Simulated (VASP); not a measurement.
A run of VASP 6.6.1 is set up as follows.

File INCAR:

```
PREC = Accurate ; ENCUT = 600
EDIFF = 1E-6 ; ISMEAR = -1
SIGMA = 0.05 ; LREAL = F
LASPH = T ; NELM = 120
ALGO = Normal ; ISIF = 2
LWAVE = F ; LCHARG = T
GGA = RE ; IVDW = 13
LELF = T ; LVHAR = T
NBANDS = 12 ; GGA_COMPAT = F
```

The input KPOINTS:

```
regular mesh
0
Gamma
  13 13 13
```

Contents of POSCAR:

```
Cu
1.0
    0.0000000000      1.7706018915      1.7706018915
    1.7706018915      0.0000000000      1.7706018915
    1.7706018915      1.7706018915      0.0000000000
Cu
1
Direct
    0.0000000000      0.0000000000      0.0000000000
```

Potentials or basis: VASP PAW PBE potentials, release 64 (Cu).

Command:

```bash
$ cat potpaw_PBE.64/Cu/POTCAR > POTCAR
$ mpirun -np 1 vasp_std > vasp.out
```

Question: What does it give for the dispersion energy per atom?

Answer: -1.041 eV.

Question: Predict the pressure.

Answer: 2.6 GPa.

Caveat: the PAW data sets were made with another functional, which shifts forces and pressure a little; pairwise dispersion overbinds metals, which lowers pressure and volume.
